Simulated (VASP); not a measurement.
# HgTe (I-4m2) in VASP: further runs, part 2 of 2

VASP 6.6.1.

## 3. Vibrations by perturbation theory, PBEsol

Contents of INCAR:

```
SYSTEM = HgTe
PREC     = Accurate       ! precision mode
ENCUT    = 520            ! plane-wave cutoff, eV
EDIFF    = 1E-8           ! SCF threshold, eV
ISMEAR   = -1             ! smearing method
SIGMA    = 0.05           ! smearing width, eV
LREAL    = .FALSE.        ! projectors in reciprocal space
LASPH    = .TRUE.         ! aspherical terms in the spheres
NELM     = 100            ! most SCF steps
ALGO     = Normal         ! electronic algorithm
ISIF     = 2              ! what is computed and relaxed
LWAVE    = .FALSE.        ! write WAVECAR
LCHARG   = .FALSE.        ! write CHGCAR
GGA      = PS             ! functional
NBANDS   = 16             ! bands
IBRION   = 8              ! ionic algorithm
NSW      = 1              ! ionic steps
```

Contents of KPOINTS:

```
regular mesh
0
G
  10 10 10
  0 0 0
```

Contents of POSCAR:

```
HgTe
1.0
   -3.0456030000      3.0456030000      1.5594100000
    3.0456030000     -3.0456030000      1.5594100000
    3.0456030000      3.0456030000     -1.5594100000
Hg Te
1 1
Direct
    0.7500000000      0.2500000000      0.5000000000
    0.0000000000      0.0000000000      0.0000000000
```

Potentials or basis: VASP PAW PBE potentials, release 64 (Hg, Te).

Command:

```bash
$ cat potpaw_PBE.64/Hg/POTCAR potpaw_PBE.64/Te/POTCAR > POTCAR
$ mpirun -np 1 vasp_std > vasp.out
```

OUTCAR:

```text
SYSTEM = HgTe
   PREC = Accurate
   ENCUT = 520
   EDIFF = 1E-8
   ISMEAR = -1
   LREAL = .FALSE.
   LASPH = .TRUE.
   NELM = 100
   ISIF = 2
   GGA = PS
   IBRION = 8
   NSW = 1

 ion  position               nearest neighbor table
   1  0.750  0.250  0.500-   2 3.14   2 3.14   2 3.14   2 3.14
   2  0.000  0.000  0.000-   1 3.14   1 3.14   1 3.14   1 3.14

  LATTYP: Found a body centered tetragonal cell.
 ALAT       =     6.0912060000
 C/A-ratio  =     0.5120201156

  Lattice vectors:

 A1 = (  -3.0456030000,   3.0456030000,   1.5594100000)
 A2 = (   3.0456030000,  -3.0456030000,   1.5594100000)
 A3 = (   3.0456030000,   3.0456030000,  -1.5594100000)

Analysis of symmetry for initial positions (statically):
=====================================================================
 Subroutine PRICEL returns:
 Original cell was already a primitive cell.

 Routine SETGRP: Setting up the symmetry group for a
 body centered tetragonal supercell.

 Subroutine GETGRP returns: Found  8 space group operations
 (whereof  8 operations were pure point group operations)
 out of a pool of 16 trial point group operations.

The static configuration has the point symmetry D_2d.

Analysis of symmetry for dynamics (positions and initial velocities):
=====================================================================
 Subroutine PRICEL returns:
 Original cell was already a primitive cell.

 Routine SETGRP: Setting up the symmetry group for a
 body centered tetragonal supercell.

 Subroutine GETGRP returns: Found  8 space group operations
 (whereof  8 operations were pure point group operations)
 out of a pool of 16 trial point group operations.

The dynamic configuration has the point symmetry D_2d.
[... 638 lines left out ...]
    total drift:                               -0.000000      0.000000     -0.000000

  FREE ENERGIE OF THE ION-ELECTRON SYSTEM (eV)
  ---------------------------------------------------
  free  energy   TOTEN  =        -4.0471165002 eV

  energy  without entropy=       -4.0369318240  energy(sigma->0) =       -4.04202416

[... ionic steps 2 to 3 ...]

--------------------------------------- Ionic step        4  -------------------------------------------

------------------------ aborting loop because EDIFF is reached ----------------------------------------
[... 11 lines left out ...]
[... ionic steps 8 to 8 ...]

--------------------------------------- Ionic step        9  -------------------------------------------

 Free energy of the ion-electron system (eV)
  ---------------------------------------------------
  ---------------------------------------------------
  free energy    TOTEN  =        -0.03129752 eV

  energy without entropy =       -0.03129752

------------------------ aborting loop because EDIFF is reached ----------------------------------------

 INTERNAL STRAIN TENSOR  FOR ION    2  DIRECTION 3   (eV/Angst):
 -----------------------------------------------------------------------------
     0.60064  0.00000  0.00000
     0.00000 -0.60672  0.00000
     0.00000  0.00000 -0.00197

 INTERNAL STRAIN TENSOR FOR ION    2 for displacements in x,y,z  (eV/Angst):
          X           Y           Z          XY          YZ          ZX
  --------------------------------------------------------------------------------
  x     0.00000     0.00000     0.00000     0.00000     0.00000    -0.02764
  y     0.00000     0.00000     0.00000     0.00000     0.12073     0.00000
  z     0.60368    -0.60368     0.00000     0.00000     0.00000     0.00000

 SECOND DERIVATIVES (NOT SYMMETRIZED)
 ------------------------------------
               1X          1Y          1Z          2X          2Y          2Z
  1X    -1.104661    0.000000    0.000000    1.104661    0.000000    0.000000
  1Y     0.000000   -1.104661    0.000000    0.000000    1.104661    0.000000
  1Z     0.000000    0.000000   -0.176812    0.000000    0.000000    0.176812
  2X     1.104254    0.000000    0.000000   -1.104254    0.000000    0.000000
  2Y     0.000000    1.104254    0.000000    0.000000   -1.104254    0.000000
  2Z     0.000000    0.000000    0.179872    0.000000    0.000000   -0.179872

 Eigenvectors and eigenvalues of the dynamical matrix
 ----------------------------------------------------

   1 f  =    1.860369 THz    11.689044 2PiTHz   62.055234 cm-1     7.693865 meV
             X         Y         Z           dx          dy          dz
      0.000000  3.045603  0.779705    -0.623608    0.000000    0.000000
      0.000000  0.000000  0.000000     0.781737    0.000000    0.000000
[... 21 lines left out ...]
   6 f/i=    0.003123 THz     0.019622 2PiTHz    0.104171 cm-1     0.012916 meV
             X         Y         Z           dx          dy          dz
      0.000000  3.045603  0.779705     0.000000   -0.000000   -0.784389
      0.000000  0.000000  0.000000     0.000000   -0.000000   -0.620270

--------------------------------------------------------------------------------------------------------

 ELASTIC MODULI CONTR FROM IONIC RELAXATION (kBar)
 Direction    XX          YY          ZZ          XY          YZ          ZX
 --------------------------------------------------------------------------------
 XX         -52.9673     52.9673      0.0000      0.0000      0.0000      0.0000
 YY          52.9673    -52.9673      0.0000      0.0000      0.0000      0.0000
 ZZ           0.0000      0.0000      0.0000      0.0000      0.0000      0.0000
 XY           0.0000      0.0000      0.0000      0.0000      0.0000      0.0000
 YZ           0.0000      0.0000      0.0000      0.0000     -0.1203     -0.0000
 ZX           0.0000      0.0000      0.0000      0.0000     -0.0000     -0.4178
 --------------------------------------------------------------------------------
```

stdout:

```text
POSCAR found type information on POSCAR HgTe
 POSCAR found :  2 types and       2 ions
 scaLAPACK will be used
 -----------------------------------------------------------------------------
|                                                                             |
|                                                                             |
|     You enforced a specific xc type in the INCAR file but a different       |
|     I HOPE YOU KNOW WHAT YOU ARE DOING!                                     |
|                                                                             |
 -----------------------------------------------------------------------------

 LDA part: xc-table for (Slater+PW92), standard interpolation
 POSCAR, INCAR and KPOINTS ok, starting setup
 FFT: planning ... GRIDC
 FFT: planning ... GRID_SOFT
 FFT: planning ... GRID
 WAVECAR not read
 entering main loop
 Linear response reoptimize wavefunctions to high precision
 Linear response DOF=           4
 Linear response progress:
 first order change of Fermi-energy  -0.12347E-04
 force on displaced ion       1 direction 1 :  -1.105  -0.000   0.000
 Linear response progress:
 first order change of Fermi-energy  -0.22800E-03
 force on displaced ion       1 direction 3 :   0.000  -0.000  -0.177
 Linear response progress:
 first order change of Fermi-energy   0.43830E-04
 force on displaced ion       2 direction 1 :  -1.104  -0.000   0.000
 Linear response progress:
 first order change of Fermi-energy  -0.19364E-03
 force on displaced ion       2 direction 3 :  -0.000  -0.000  -0.180
 Linear response finished
```

Wall time 26 min (1 thread of Intel Xeon 8259CL, shared host); peak memory 0.68 GiB.

Results:

```yaml
Highest_phonon_frequency_at_Γ_LO-TO_splitting_left_out: 62 cm⁻¹
```

Phonon frequencies in cm⁻¹ (negative: imaginary):
| q point | frequencies |
| --- | --- |
| (0.000, 0.000, 0.000) | 0 0 0 25 62 62 |

Caveat: the cell stands under pressure or tension, which shifts response properties; spin-orbit coupling is left out, which moves the levels of the heavy elements.
